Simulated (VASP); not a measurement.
# B16HN16 (a cell with a defect) in VASP: a series of runs, part 2 of 2

VASP 6.6.1.

## Step 3: Single point, PBE+D3(BJ)

Contents of INCAR:

```
ALGO = Normal
EDIFF = 1E-6
ENCUT = 520
GGA = PE
ISIF = 2
ISMEAR = 0
IVDW = 12
LASPH = T
LCHARG = T
LELF = T
LREAL = Auto
LVHAR = T
LWAVE = F
NBANDS = 86
NELECT = 130.0
NELM = 60
PREC = Accurate
SIGMA = 0.02
```

Contents of KPOINTS:

```
Automatic mesh
0
Gamma
  2 2 2
  0.5 0.5 0.5
```

Contents of POSCAR:

```
B16HN16
1.0
   -5.0122276282      2.8938109704      3.2948837601
    0.0000000000     -5.7876219408      3.2948837600
    5.0122276282      2.8938109704      3.2948837601
B N H
16 16 1
Direct
    0.2427147298      0.7394824438      0.9902472200
    0.4894728002      0.4927852140      0.9902373676
    0.7490179527      0.2501474854      0.9997918786
    0.9896484456      0.7385972960      0.2415242026
    1.0001179194      0.9990808528      0.9998144615
    0.2732516521      0.5230351582      0.2735573046
    0.4882630486      0.2393123299      0.2412090256
    0.7599577184      0.7616888715      0.5112591172
    0.7506426712      1.0006693038      0.2507798984
    0.9894767418      0.4918215482      0.4882076084
    0.2414433090      0.2391593773      0.4878946060
    0.5122497510      0.7623190494      0.7602346974
    0.5114375710      1.0098296383      0.5110864298
    0.7512961232      0.5018520035      0.7510130155
    1.0000355492      0.2500789052      0.7486343572
    0.2516084444      1.0011319257      0.7508319805
    0.5834603341      0.0819736986      0.3335911954
    0.8322522774      0.8337644854      0.3338635000
    0.0608711934      0.5664875122      0.3161325452
    0.3341990366      0.0822401365      0.5834261453
    0.3159556494      0.3103003351      0.3156440115
    0.6150665917      0.8651613990      0.6145821764
    0.8325725661      0.5846050224      0.5837652308
    0.0831722005      0.0828350573      0.8324574043
    0.0762799704      0.3263254506      0.5756870575
    0.3351635625      0.8347191182      0.8329482173
    0.5847409765      0.5852821530      0.8329904760
    0.8325893784      0.0826358876      0.0826411959
    0.8328815029      0.3333182885      0.8325487167
    0.0766348459      0.8264365244      0.0763437578
    0.3180457933      0.5680860552      0.0623668627
    0.5763366753      0.3266398056      0.0763057139
    0.3944746271      0.6434891990      0.3970467370
```

Potentials or basis: VASP PAW PBE potentials, release 64 (B, N, H).

Started as:

```sh
$ cat potpaw_PBE.64/B/POTCAR potpaw_PBE.64/N/POTCAR potpaw_PBE.64/H/POTCAR > POTCAR
$ mpirun -np 1 vasp_std > vasp.out
```

OUTCAR:

```text
EDIFF = 1E-6
   ENCUT = 520
   GGA = PE
   ISIF = 2
   ISMEAR = 0
   IVDW = 12
   LASPH = T
   LREAL = Auto
   NELECT = 130.0
   NELM = 60
   PREC = Accurate
 IVDW          = 12

 ion  position               nearest neighbor table
   1  0.243  0.739  0.990-  31 1.42  26 1.46  30 1.46
   2  0.489  0.493  0.990-  31 1.42  27 1.46  32 1.46
   3  0.749  0.250  1.000-  32 1.44  28 1.45  29 1.45
   4  0.990  0.739  0.242-  19 1.42  18 1.46  30 1.46
[... 593 lines left out ...]
  -------------------------------------------------------------------------------------
  Total       7.14405     7.21206    11.64479    -0.03173    -0.03275    -0.02939
  in kB      39.91747    40.29748    65.06536    -0.17727    -0.18301    -0.16421
  external pressure =       48.43 kB  Pullay stress =        0.00 kB

 VOLUME and BASIS-vectors are now :
 -----------------------------------------------------------------------------
  energy-cutoff  :      520.00
  volume of cell :      286.74
      direct lattice vectors                 reciprocal lattice vectors
    -5.012227628  2.893810970  3.294883760    -0.099756044  0.057594179  0.101166948
     0.000000000 -5.787621941  3.294883760     0.000000000 -0.115188358  0.101166948
     5.012227628  2.893810970  3.294883760     0.099756044  0.057594179  0.101166948

 POSITION                                       TOTAL-FORCE (eV/Angst)
 -----------------------------------------------------------------------------------
      3.74680     -0.71189      6.49898         0.006734      0.005156     -0.003517
      2.50995      1.42995      6.49914         0.011583     -0.000264     -0.005825
      1.25694      3.61297      6.58633         0.004040     -0.002715      0.004251
     -3.74977     -0.71194      6.49016        -0.001101     -0.002928     -0.013379
      5.01071     -2.88869      6.58652        -0.002277      0.005216      0.003507
      0.00153     -1.44477      3.52501        -0.003521     -0.009063     -0.016392
[... 25 lines left out ...]
     -2.50627     -0.00184      3.22662        -0.006430      0.003614      0.001350
      0.01289     -1.43376      4.72819        -0.004900     -0.005407      0.017196
 -----------------------------------------------------------------------------------
    total drift:                                0.000418     -0.000633     -0.003762

  FREE ENERGIE OF THE ION-ELECTRON SYSTEM (eV)
  ---------------------------------------------------
  free  energy   TOTEN  =      -283.0079573526 eV

  energy  without entropy=     -283.0079573526  energy(sigma->0) =     -283.00795735
```

Run time: 4.3 min. Hardware: 1 thread of AMD EPYC 7R13, shared host; peak memory 0.34 GiB.

What came out:

```
Free energy                : -283.0080 eV
Largest force              : 0.019 eV/Å
Dispersion energy per atom : -0.142 eV
```

Forces in eV/Å, atoms in the order of the input:
```
B    0.007  0.005 -0.004
B    0.012  0.000 -0.006
B    0.004 -0.003  0.004
B   -0.001 -0.003 -0.013
B   -0.002  0.005  0.004
B   -0.004 -0.009 -0.016
B   -0.002  0.000 -0.013
B   -0.005  0.002  0.004
B   -0.003  0.000  0.008
B   -0.009 -0.002 -0.008
B   -0.003 -0.006 -0.007
B    0.005  0.005 -0.001
B   -0.004  0.000  0.001
B   -0.001  0.003  0.003
B   -0.005 -0.003 -0.003
B    0.005 -0.005  0.006
N    0.000  0.004  0.009
N    0.003 -0.003  0.003
N    0.004  0.007  0.017
N    0.004  0.007  0.001
N    0.004 -0.002  0.017
N    0.005  0.001  0.010
N    0.007  0.000 -0.005
N    0.004  0.000 -0.003
N    0.005  0.005  0.004
N   -0.006 -0.004 -0.011
N   -0.007 -0.002 -0.008
N   -0.001 -0.002 -0.008
N    0.002  0.005 -0.003
N   -0.002 -0.003  0.003
N   -0.006  0.001 -0.003
N   -0.006  0.004  0.001
H   -0.005 -0.005  0.017
```

Levels at points of the mesh, in eV from the Fermi level:
```
           k point  band 62  band 63  band 64  band 65  band 66  band 67  band 68  band 69
(0.25, 0.25, 0.25)    -2.49    -2.04    -2.03    -0.16     3.46     3.46     3.58     4.13
```

Caveat: the cell carries a net charge on a neutralising background, which shifts energy and pressure; the cell is charged against a uniform background, so pressure and absolute levels hang on convention.
